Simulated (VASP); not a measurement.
Input of a VASP 6.6.1 run:

INCAR

```
SYSTEM = Cu
ALGO = Normal ; EDIFF = 1E-6
ENCUT = 520 ; GGA = PE
ISIF = 2 ; ISMEAR = 0
LASPH = .TRUE. ; LCHARG = .FALSE.
LREAL = .FALSE. ; LWAVE = .FALSE.
NBANDS = 12 ; NELM = 100
PREC = Accurate ; SIGMA = 0.1
```

KPOINTS

```
k-points
0
G
  20 20 20
  0 0 0
```

Contents of POSCAR:

```
Cu
1.0
    0.0000000000      1.8148741277      1.8148741277
    1.8148741277      0.0000000000      1.8148741277
    1.8148741277      1.8148741277      0.0000000000
Cu
1
Direct
    0.0000000000      0.0000000000      0.0000000000
```

Potentials or basis: VASP PAW PBE potentials, release 64 (Cu).

The run is started by

```bash
$ cat potpaw_PBE.64/Cu/POTCAR > POTCAR
$ mpirun -np 1 vasp_std > vasp.out
```

(1) Estimate the pressure.

Answers

(1) 0.6 GPa.
